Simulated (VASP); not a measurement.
A run of VASP 6.6.1 is set up as follows.

Contents of INCAR:

```
ALGO = Normal
EDIFF = 1E-6
ENCUT = 500
GGA = PE
GGA_COMPAT = F
ISIF = 2
ISMEAR = -5
LASPH = T
LCHARG = F
LREAL = F
LWAVE = F
NBANDS = 30
NELM = 120
PREC = Accurate
SIGMA = 0.1
```

Contents of KPOINTS:

```
k-points
0
Gamma
  7 7 2
```

POSCAR

```
Ag
1.0
    2.8842319100      0.0000000000      0.0000000000
   -1.4421159500      2.4978155800      0.0000000000
    0.0000000000      0.0000000000      9.9931810200
Ag
4
Direct
    0.3333000000      0.6667000000      0.2500000000
    0.6666000000      0.3333000000      0.7500000000
    0.0000000000      0.0000000000      0.0000000000
    0.0000000000      0.0000000000      0.5000000000
```

Potentials or basis: VASP PAW PBE potentials, release 64 (Ag).

Run with:

```console
$ cat potpaw_PBE.64/Ag/POTCAR > POTCAR
$ mpirun -np 1 vasp_std > vasp.out
```

(1) Estimate the band gap on the k mesh.

(2) What does it give for the pressure?

Results:

(1) zero (bands 22 and 23 overlap by 5.61 eV).

(2) -0.6 GPa.

Caveat: the stress differs along the axes, from -4 to 1 GPa; tetrahedron occupations give inexact forces and stress in metals.
